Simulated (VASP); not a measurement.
# Tl2B6Te (Fm-3m) in VASP: a series of runs

The runs below take Tl2B6Te through single point, relaxation of cell and atoms, with PBE.

All numbers are computed with VASP 6.6.1; they aren't measurements. Logs are shortened: lines on timing, memory, paths and dates and some standing lists are left out, and cuts for length are marked.

## 1. The cell of the first run

It takes space group Fm-3m (No. 225, cubic). Conventional cell: a = 8.305 Å, b = 8.305 Å, c = 8.305 Å, α = 90.00°, β = 90.00°, γ = 90.00°. Tl (site symmetry -43m) has 12 B at 3.06 Å and 4 Te at 3.60 Å within 4.0 Å. B (site symmetry 4mm) has 4 B at 1.74 Å within 2.3 Å. Te (site symmetry m-3m) has 6 B at 2.92 Å and 8 Tl at 3.60 Å within 3.8 Å.

## 2. Single point, PBE

Contents of INCAR:

```
PREC = Accurate
ENCUT = 520
EDIFF = 1E-6
ISMEAR = 0
SIGMA = 0.2
LREAL = False
LASPH = True
NELM = 100
ALGO = Normal
ISIF = 2
LWAVE = False
LCHARG = True
GGA = PE
LELF = True
LVHAR = True
NBANDS = 35
```

Contents of KPOINTS:

```
regular mesh
0
Gamma
  4 4 4
```

Contents of POSCAR:

```
Tl2B6Te
1.0
    0.0000000000      4.1524426067      4.1524426067
    4.1524426067      0.0000000000      4.1524426067
    4.1524426067      4.1524426067      0.0000000000
Tl B Te
2 6 1
Direct
    0.7500000000      0.7500000000      0.7500000000
    0.2500000000      0.2500000000      0.2500000000
    0.6481679461      0.6481679461      0.3518320539
    0.3518320539      0.3518320539      0.6481679461
    0.3518320539      0.6481679461      0.6481679461
    0.6481679461      0.3518320539      0.3518320539
    0.3518320539      0.6481679461      0.3518320539
    0.6481679461      0.3518320539      0.6481679461
    0.0000000000      0.0000000000      1.0000000000
```

Potentials or basis: VASP PAW PBE potentials, release 64 (Tl_d, B, Te).

Started as:

```console
> cat potpaw_PBE.64/Tl_d/POTCAR potpaw_PBE.64/B/POTCAR potpaw_PBE.64/Te/POTCAR > POTCAR
> mpirun -np 1 vasp_std > vasp.out
```

OUTCAR:

```text
PREC = Accurate
   ENCUT = 520
   EDIFF = 1E-6
   ISMEAR = 0
   LREAL = False
   LASPH = True
   NELM = 100
   ISIF = 2
   GGA = PE

 ion  position               nearest neighbor table
   1  0.750  0.750  0.750-   4 3.06   5 3.06   7 3.06   4 3.06   6 3.06   8 3.06   3 3.06   6 3.06
                             7 3.06   3 3.06   5 3.06   8 3.06   9 3.60   9 3.60   9 3.60   9 3.60
   2  0.250  0.250  0.250-   4 3.06   6 3.06   7 3.06   4 3.06   5 3.06   8 3.06   3 3.06   5 3.06
                             7 3.06   3 3.06   6 3.06   8 3.06   9 3.60   9 3.60   9 3.60   9 3.60
   3  0.648  0.648  0.352-   5 1.74   6 1.74   7 1.74   8 1.74   9 2.92   1 3.06   2 3.06   2 3.06
                             1 3.06
   4  0.352  0.352  0.648-   5 1.74   6 1.74   7 1.74   8 1.74   9 2.92   2 3.06   2 3.06   1 3.06
                             1 3.06
   5  0.352  0.648  0.648-   3 1.74   4 1.74   7 1.74   8 1.74   9 2.92   1 3.06   2 3.06   2 3.06
                             1 3.06
   6  0.648  0.352  0.352-   3 1.74   4 1.74   7 1.74   8 1.74   9 2.92   2 3.06   2 3.06   1 3.06
                             1 3.06
   7  0.352  0.648  0.352-   3 1.74   4 1.74   5 1.74   6 1.74   9 2.92   2 3.06   2 3.06   1 3.06
                             1 3.06
   8  0.648  0.352  0.648-   3 1.74   4 1.74   5 1.74   6 1.74   9 2.92   1 3.06   2 3.06   2 3.06
                             1 3.06
   9  0.000  0.000  0.000-   3 2.92   4 2.92   5 2.92   6 2.92   7 2.92   8 2.92   1 3.60   2 3.60
                             1 3.60   1 3.60   1 3.60   2 3.60   2 3.60   2 3.60

  LATTYP: Found a face centered cubic cell.
 ALAT       =     8.3048852134

  Lattice vectors:

 A1 = (   0.0000000000,   4.1524426067,   4.1524426067)
 A2 = (   4.1524426067,   0.0000000000,   4.1524426067)
 A3 = (   4.1524426067,   4.1524426067,   0.0000000000)

Analysis of symmetry for initial positions (statically):
=====================================================================
 Subroutine PRICEL returns:
 Original cell was already a primitive cell.

 Routine SETGRP: Setting up the symmetry group for a
 face centered cubic supercell.

 Subroutine GETGRP returns: Found 48 space group operations
 (whereof 48 operations were pure point group operations)
 out of a pool of 48 trial point group operations.

The static configuration has the point symmetry O_h .

Analysis of symmetry for dynamics (positions and initial velocities):
=====================================================================
 Subroutine PRICEL returns:
 Original cell was already a primitive cell.

 Routine SETGRP: Setting up the symmetry group for a
[... 113 lines left out ...]
   PSTRESS=    0.0 pullay stress
   NELECT =      50.0000    total number of electrons
   NUPDOWN=      -1.0000    fix difference up-down
   EMIN   =  10.00;   EMAX   =-10.00  energy-range for DOS
   EFERMI =   0.00;   METHOD = LEGACY
   ISMEAR =     0;   SIGMA  =   0.20  broadening in eV -4-tet -1-fermi 0-gaus
   EFERMI_NEDOS =   21; number of points for ismear=-14 and -15
   IALGO  =     38    algorithm
   IMIX   =      4    mixing-type and parameters
     AMIX     =   0.40;   BMIX     =  1.00
     AMIX_MAG =   1.60;   BMIX_MAG =  1.00
  volume/ion in A,a.u.               =      15.91       107.37
  Fermi-wavevector in a.u.,A,eV,Ry     =   1.152793  2.178462 18.081202  1.328931
  Thomas-Fermi vector in A             =   2.289441
   LORBIT       =      0    0 simple, 1 ext, 2 COOP (PROOUT), +10 PAW based schemes
   GGA     = PE    functional components
   LHFCALC =     F    Hartree Fock is set to
   AEXX    =    0.0000 exact exchange contribution
   IVDW    =     0    specifies the selected vdW correction
   LEPSILON=     F    determine dielectric tensor
   LRPA    =     F    only Hartree local field effects (RPA)
 non-spin polarized calculation
 Gauss-broadening in eV      SIGMA  =   0.20
  energy-cutoff  :      520.00
  volume of cell :      143.20
 maximum number of plane-waves:      3895
 NGX is ok and might be reduce to    48
   NGX = 21   NGY = 21   NGZ = 21

 number of electron      50.0000000 magnetization

 Free energy of the ion-electron system (eV)
  ---------------------------------------------------
  ext. energy  EPLUGINS =         0.00000000
  ---------------------------------------------------
  free energy    TOTEN  =       -39.92077154 eV

  energy without entropy =      -39.87482387  energy(sigma->0) =      -39.89779771

 E-fermi :   5.6360     XC(G=0): -10.2350

 val. band max:        5.3330707017   @ k =   0.2500   0.0000   0.0000
 cond. band min:       5.6868565728   @ k =   0.5000   0.2500   0.0000
 fundamental gap:      0.3537858710
 Fermi energy:         5.6359998470

 k-point     1 :       0.0000    0.0000    0.0000
  band No.  band energies     occupation
      1      -9.3806      2.00000
      2      -6.1210      2.00000
      3      -5.3712      2.00000
      4      -5.3712      2.00000
      5      -5.3712      2.00000
      6      -5.2546      2.00000
[... 293 lines left out ...]
     34      10.4043      0.00000
     35      11.3458      0.00000

------------------------ aborting loop because EDIFF is reached ----------------------------------------

  FORCE on cell =-STRESS in cart. coord.  units (eV):
  Direction    XX          YY          ZZ          XY          YZ          ZX
  --------------------------------------------------------------------------------------
  -------------------------------------------------------------------------------------
  Total        0.3261228      0.3261228      0.3261228      0.0000000      0.0000000      0.0000000
  in kB        3.6488060      3.6488060      3.6488060      0.0000000      0.0000000      0.0000000
  external PRESSURE =       3.6488060 kB  Pullay stress =       0.0000000 kB

 VOLUME and BASIS-vectors are now :
 -----------------------------------------------------------------------------
  energy-cutoff  :      520.00
  volume of cell :      143.20
      direct lattice vectors                 reciprocal lattice vectors
     0.000000000  4.152442607  4.152442607    -0.120411056  0.120411056  0.120411056
     4.152442607  0.000000000  4.152442607     0.120411056 -0.120411056  0.120411056
     4.152442607  4.152442607  0.000000000     0.120411056  0.120411056 -0.120411056

 POSITION                                       TOTAL-FORCE (eV/Angst)
 -----------------------------------------------------------------------------------
      6.22866      6.22866      6.22866        -0.000000      0.000000      0.000000
      2.07622      2.07622      2.07622         0.000000      0.000000      0.000000
      4.15244      4.15244      5.38296         0.000000      0.000000      0.036477
      4.15244      4.15244      2.92192         0.000000      0.000000     -0.036477
      5.38296      4.15244      4.15244         0.036477      0.000000      0.000000
      2.92192      4.15244      4.15244        -0.036477      0.000000      0.000000
      4.15244      2.92192      4.15244         0.000000     -0.036477      0.000000
      4.15244      5.38296      4.15244         0.000000      0.036477      0.000000
      0.00000      0.00000      0.00000        -0.000000      0.000000      0.000000
 -----------------------------------------------------------------------------------
    total drift:                                0.000000     -0.000000     -0.000000

  FREE ENERGIE OF THE ION-ELECTRON SYSTEM (eV)
  ---------------------------------------------------
  free  energy   TOTEN  =       -39.9207715434 eV

  energy  without entropy=      -39.8748238708  energy(sigma->0) =      -39.89779771
```

OSZICAR:

```text
N       E                     dE             d eps       ncg     rms          rms(c)
DAV:   1     0.217899363804E+03    0.21790E+03   -0.23670E+04   560   0.128E+03
DAV:   2    -0.366736551958E+02   -0.25457E+03   -0.24088E+03   655   0.266E+02
DAV:   3    -0.480835399354E+02   -0.11410E+02   -0.11182E+02   690   0.489E+01
DAV:   4    -0.482302548282E+02   -0.14671E+00   -0.14625E+00   658   0.564E+00
DAV:   5    -0.482324210215E+02   -0.21662E-02   -0.21656E-02   657   0.711E-01    0.121E+01
DAV:   6    -0.397299220483E+02    0.85025E+01   -0.20333E+01   645   0.232E+01    0.616E+00
DAV:   7    -0.399529832503E+02   -0.22306E+00   -0.59988E+00   619   0.863E+00    0.712E+00
DAV:   8    -0.399345253884E+02    0.18458E-01   -0.10995E-01   630   0.151E+00    0.514E+00
DAV:   9    -0.399206585568E+02    0.13867E-01   -0.49572E-02   637   0.124E+00    0.606E-01
DAV:  10    -0.399207007539E+02   -0.42197E-04   -0.27453E-03   663   0.252E-01    0.110E-01
DAV:  11    -0.399207338879E+02   -0.33134E-04   -0.57873E-04   620   0.136E-01    0.454E-02
DAV:  12    -0.399207664227E+02   -0.32535E-04   -0.76859E-05   614   0.438E-02    0.536E-02
DAV:  13    -0.399207716162E+02   -0.51935E-05   -0.15001E-05   636   0.165E-02    0.467E-03
DAV:  14    -0.399207715434E+02    0.72826E-07   -0.46322E-07   347   0.371E-03
   1 F= -.39920772E+02 E0= -.39897798E+02  d E =-.459477E-01
```

stdout:

```text
POSCAR found type information on POSCAR TlB Te
 POSCAR found :  3 types and       9 ions
 scaLAPACK will be used
 LDA part: xc-table for (Slater+PW92), standard interpolation
 POSCAR, INCAR and KPOINTS ok, starting setup
 FFT: planning ... GRIDC
 FFT: planning ... GRID_SOFT
 FFT: planning ... GRID
 WAVECAR not read
 entering main loop
```

It took 28 s on 1 thread of Intel Xeon 6975P-C (Granite Rapids), shared host; peak memory 0.32 GiB.

Results:

| Quantity | Value |
| --- | --- |
| Free energy | -39.9208 eV |
| Pressure | 0.4 GPa |
| Largest force | 0.036 eV/Å |
| Band gap on the k mesh | zero (band 25 reaches 6.04 eV, above the bottom of band 26 at 5.06 eV) |

Forces on the atoms (eV/Å):
```
Tl   0.000  0.000  0.000
Tl   0.000  0.000  0.000
B    0.000  0.000  0.036
B    0.000  0.000 -0.036
B    0.036  0.000  0.000
B   -0.036  0.000  0.000
B    0.000 -0.036  0.000
B    0.000  0.036  0.000
Te   0.000  0.000  0.000
```

Levels at points of the mesh, in eV from the Fermi level:
| k point | band 23 | band 24 | band 25 | band 26 | band 27 | band 28 |
| --- | --- | --- | --- | --- | --- | --- |
| (0.00, 0.00, 0.00) | -3.41 | -1.40 | -1.40 | 0.68 | 3.23 | 3.23 |
| (0.50, 0.00, 0.00) | -0.64 | 0.32 | 0.32 | 0.44 | 0.73 | 1.56 |
| (0.50, 0.50, 0.00) | -1.50 | -1.25 | -0.85 | -0.58 | 2.63 | 2.63 |

Caveat: spin-orbit coupling is left out, which moves the levels of the heavy elements.

## 3. Single point, PBE

This run uses another cell than the first one, of 16.04 Å³/atom, 1.008 times its volume.

Contents of INCAR:

```
SYSTEM = Tl2B6Te
ALGO = Normal ; EDIFF = 1E-6
ENCUT = 520 ; GGA = PE
ISIF = 2 ; ISMEAR = 0
LASPH = .True. ; LCHARG = .True.
LELF = .True. ; LREAL = .False.
LVHAR = .True. ; LWAVE = .False.
NBANDS = 35 ; NELM = 80
PREC = Accurate ; SIGMA = 0.1
```

Contents of KPOINTS:

```
k-points
0
Gamma
  4 4 4
  0 0 0
```

Contents of POSCAR:

```
Tl2B6Te
1.0
    0.0000000000      4.1638141154      4.1638141154
    4.1638141154      0.0000000000      4.1638141154
    4.1638141154      4.1638141154      0.0000000000
Tl B Te
2 6 1
Direct
    0.7500000000      0.7500000000      0.7500000000
    0.2500000000      0.2500000000      0.2500000000
    0.6478066031      0.6478066031      0.3521933969
    0.3521933969      0.3521933969      0.6478066031
    0.3521933969      0.6478066031      0.6478066031
    0.6478066031      0.3521933969      0.3521933969
    0.3521933969      0.6478066031      0.3521933969
    0.6478066031      0.3521933969      0.6478066031
    0.0000000000      0.0000000000      0.0000000000
```

Potentials or basis: VASP PAW PBE potentials, release 64 (Tl_d, B, Te).

Started as:

```console
> cat potpaw_PBE.64/Tl_d/POTCAR potpaw_PBE.64/B/POTCAR potpaw_PBE.64/Te/POTCAR > POTCAR
> mpirun -np 1 vasp_std > vasp.out
```

It took 34 s on 1 thread of Intel Xeon 6975P-C (Granite Rapids), shared host; peak memory 0.32 GiB.

Results (log left out):

* Free energy: -39.9009 eV
* Pressure: 0.0 GPa
* Largest force: 0.033 eV/Å
* Band gap on the k mesh: zero (band 25 reaches 5.96 eV, above the bottom of band 26 at 4.94 eV)

Forces on the atoms (eV/Å):
```
Tl   0.000  0.000  0.000
Tl   0.000  0.000  0.000
B    0.000  0.000  0.033
B    0.000  0.000 -0.033
B    0.033  0.000  0.000
B   -0.033  0.000  0.000
B    0.000 -0.033  0.000
B    0.000  0.033  0.000
Te   0.000  0.000  0.000
```

Levels at points of the mesh, in eV from the Fermi level:
| k point | band 22 | band 23 | band 24 | band 25 | band 26 | band 27 | band 28 | band 29 |
| --- | --- | --- | --- | --- | --- | --- | --- | --- |
| (0.00, 0.00, 0.00) | -3.39 | -3.39 | -1.40 | -1.40 | 0.60 | 3.18 | 3.18 | 3.18 |
| (0.50, 0.00, 0.00) | -2.77 | -0.68 | 0.32 | 0.32 | 0.39 | 0.70 | 1.56 | 1.56 |
| (0.50, 0.50, 0.00) | -2.74 | -1.52 | -1.25 | -0.87 | -0.63 | 2.62 | 2.62 | 3.19 |

Caveat: spin-orbit coupling is left out, which moves the levels of the heavy elements.

## 4. Single point, PBE

This run uses another cell than the first one, of 16.88 Å³/atom, 1.061 times its volume.

Contents of INCAR:

```
ALGO = Normal
EDIFF = 1E-6
ENCUT = 520
GGA = PE
ISIF = 2
ISMEAR = 0
LASPH = T
LCHARG = F
LREAL = F
LWAVE = F
NBANDS = 35
NELM = 60
PREC = Accurate
SIGMA = 0.1
```

Contents of KPOINTS:

```
k-points
0
Gamma
  4 4 4
```

Contents of POSCAR:

```
Tl2B6Te
1.0
    0.0000000000      4.2347933400      4.2347933400
    4.2347933400      0.0000000000      4.2347933400
    4.2347933400      4.2347933400      0.0000000000
Tl B Te
2 6 1
Direct
    0.7500000000      0.7500000000      0.7500000000
    0.2500000000      0.2500000000      0.2500000000
    0.7502719800      0.7502719800      0.2497280200
    0.2497280200      0.2497280200      0.7502719800
    0.2497280200      0.7502719800      0.7502719800
    0.7502719800      0.2497280200      0.2497280200
    0.2497280200      0.7502719800      0.2497280200
    0.7502719800      0.2497280200      0.7502719800
    0.0000000000      0.0000000000      0.0000000000
```

Potentials or basis: VASP PAW PBE potentials, release 64 (Tl_d, B, Te).

Started as:

```console
> cat potpaw_PBE.64/Tl_d/POTCAR potpaw_PBE.64/B/POTCAR potpaw_PBE.64/Te/POTCAR > POTCAR
> mpirun -np 1 vasp_std > vasp.out
```

OUTCAR:

```text
EDIFF = 1E-6
   ENCUT = 520
   GGA = PE
   ISIF = 2
   ISMEAR = 0
   LASPH = T
   LREAL = F
   NELM = 60
   PREC = Accurate

 ion  position               nearest neighbor table
   1  0.750  0.750  0.750-   3 2.99   5 2.99   8 2.99   3 2.99   6 2.99   7 2.99   4 2.99   6 2.99
                             8 2.99   4 2.99   5 2.99   7 2.99   9 3.67   9 3.67   9 3.67   9 3.67
   2  0.250  0.250  0.250-   3 2.99   6 2.99   8 2.99   3 2.99   5 2.99   7 2.99   4 2.99   5 2.99
                             8 2.99   4 2.99   6 2.99   7 2.99   9 3.67   9 3.67   9 3.67   9 3.67
   3  0.750  0.750  0.250-   9 2.12   1 2.99   1 2.99   2 2.99   2 2.99
   4  0.250  0.250  0.750-   9 2.12   1 2.99   2 2.99   1 2.99   2 2.99
[... 508 lines left out ...]

 VOLUME and BASIS-vectors are now :
 -----------------------------------------------------------------------------
  energy-cutoff  :      520.00
  volume of cell :      151.89
      direct lattice vectors                 reciprocal lattice vectors
     0.000000000  4.234793340  4.234793340    -0.118069516  0.118069516  0.118069516
     4.234793340  0.000000000  4.234793340     0.118069516 -0.118069516  0.118069516
     4.234793340  4.234793340  0.000000000     0.118069516  0.118069516 -0.118069516

 POSITION                                       TOTAL-FORCE (eV/Angst)
 -----------------------------------------------------------------------------------
      6.35219      6.35219      6.35219         0.000000     -0.000000      0.000000
      2.11740      2.11740      2.11740         0.000000     -0.000000      0.000000
      4.23479      4.23479      6.35449         0.000000     -0.000000     -3.725572
      4.23479      4.23479      2.11509         0.000000     -0.000000      3.725572
      6.35449      4.23479      4.23479        -3.725572     -0.000000      0.000000
      2.11509      4.23479      4.23479         3.725572     -0.000000      0.000000
      4.23479      2.11509      4.23479         0.000000      3.725572      0.000000
      4.23479      6.35449      4.23479         0.000000     -3.725572      0.000000
      0.00000      0.00000      0.00000         0.000000     -0.000000      0.000000
 -----------------------------------------------------------------------------------
    total drift:                               -0.000000     -0.000000      0.000000

  FREE ENERGIE OF THE ION-ELECTRON SYSTEM (eV)
  ---------------------------------------------------
  free  energy   TOTEN  =       -24.7635736083 eV

  energy  without entropy=      -24.7427617490  energy(sigma->0) =      -24.75316768
```

stdout:

```text
POSCAR found type information on POSCAR TlB Te
 POSCAR found :  3 types and       9 ions
 scaLAPACK will be used
 LDA part: xc-table for (Slater+PW92), standard interpolation
 POSCAR, INCAR and KPOINTS ok, starting setup
 FFT: planning ... GRIDC
 FFT: planning ... GRID_SOFT
 FFT: planning ... GRID
 WAVECAR not read
 entering main loop
```

Wall time 28 s (1 thread of Intel Xeon 6975P-C (Granite Rapids), shared host); peak memory 0.33 GiB.

What came out:

- Free energy: -24.7636 eV
- Pressure: 5.8 GPa
- Largest force: 3.726 eV/Å
- Band gap on the k mesh: zero (band 25 reaches 5.49 eV, above the bottom of band 26 at 5.28 eV)

Forces on the atoms (eV/Å):
```
Tl   0.000  0.000  0.000
Tl   0.000  0.000  0.000
B    0.000  0.000 -3.726
B    0.000  0.000  3.726
B   -3.726  0.000  0.000
B    3.726  0.000  0.000
B    0.000  3.726  0.000
B    0.000 -3.726  0.000
Te   0.000  0.000  0.000
```

Caveat: spin-orbit coupling is left out, which moves the levels of the heavy elements; forces of over 1 eV/Å act on the atoms, so gaps and moduli don't describe the material at rest.

(Continued in part 2 of 2.)
